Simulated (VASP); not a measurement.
BN, 2 atoms in the cell. It takes space group I-4m2 (No. 119, tetragonal). Conventional cell: a = 2.563 Å, b = 2.563 Å, c = 3.480 Å, α = 90.00°, β = 90.00°, γ = 90.00°. Within 2.1 Å of B (site symmetry -4m2) lie 4 N at 1.55 Å. Within 2.1 Å of N (site symmetry -4m2) lie 4 B at 1.55 Å.  This cell differs from its parent crystal: strain +0.000 along x and y, -0.040 along z.

```yaml
Program: VASP 6.6.1
Task: single point
Functional: PBE
Potentials_or_basis: VASP PAW PBE potentials, release 64 (B, N)
Cutoff: 600 eV
k_mesh: 12 × 12 × 12
Occupations: gaussian, width 0.05 eV
Spin: no spin polarisation
Dipole_correction: no
Further_INCAR_settings: ALGO = Normal; EDIFF = 1e-06; NBANDS = 11
```

Potentials or basis: VASP PAW PBE potentials, release 64 (B, N).

Command:

```bash
$ cat potpaw_PBE.64/B/POTCAR potpaw_PBE.64/N/POTCAR > POTCAR
$ mpirun -np 1 vasp_std > vasp.out
```

Hardware: 1 thread of Intel(R) Xeon(R) Platinum 8488C (Sapphire Rapids) (shared host).

Task: How long does it take, and how much memory?

Result: Run time: 12 s on 1 thread of Intel(R) Xeon(R) Platinum 8488C (Sapphire Rapids), on a shared host, peak memory 0.13 GiB. Counts: scf iterations 12, k points 163.
